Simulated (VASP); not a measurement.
Nb2Te6Mo, 9 atoms in the cell. Symmetry: P-31m, No. 162, trigonal system. Conventional cell: a = 6.268 Å, b = 6.268 Å, c = 7.839 Å, α = 90.00°, β = 90.00°, γ = 120.00°. Within 3.7 Å of Nb (site symmetry 32) lie 6 Te at 2.80 Å and 3 Nb at 3.62 Å and 3 Mo at 3.62 Å. Within 3.7 Å of Te (site symmetry m) lie 1 Mo at 2.77 Å and 2 Nb at 2.80 Å and 6 Te at 3.57 to 3.64 Å. Mo (site symmetry -3m) has 6 Te at 2.77 Å and 6 Nb at 3.62 Å within 3.7 Å. 

| Item | Value |
| --- | --- |
| Program | VASP 6.6.1 |
| Task | single point |
| Functional | PBE |
| Potentials or basis | VASP PAW PBE potentials, release 64 (Nb_sv, Te, Mo_sv) |
| Cutoff | 520 eV |
| k mesh | 3 × 3 × 2 |
| Occupations | gaussian, width 0.1 eV |
| Spin | collinear spin, ferromagnetic start |
| Starting moments | [1.0, 1.0, 0.0, 0.0, 0.0, 0.0, 0.0, 0.0, 1.0] μB |
| Dipole correction | no |
| Further INCAR settings | ALGO = Normal; EDIFF = 1e-06; NBANDS = 52 |

Potentials or basis: VASP PAW PBE potentials, release 64 (Nb_sv, Te, Mo_sv).

Run with:

```sh
$ cat potpaw_PBE.64/Nb_sv/POTCAR potpaw_PBE.64/Te/POTCAR potpaw_PBE.64/Mo_sv/POTCAR > POTCAR
$ mpirun -np 1 vasp_std > vasp.out
```

Hardware: 1 thread of Intel(R) Xeon(R) 6975P-C (Granite Rapids), on a shared host.

Question: Estimate the wall time of this run.

Answer: It took 2.9 min on 1 thread of Intel(R) Xeon(R) 6975P-C (Granite Rapids), on a shared host, peak memory 0.53 GiB. Counts: scf iterations 20, k points 6.
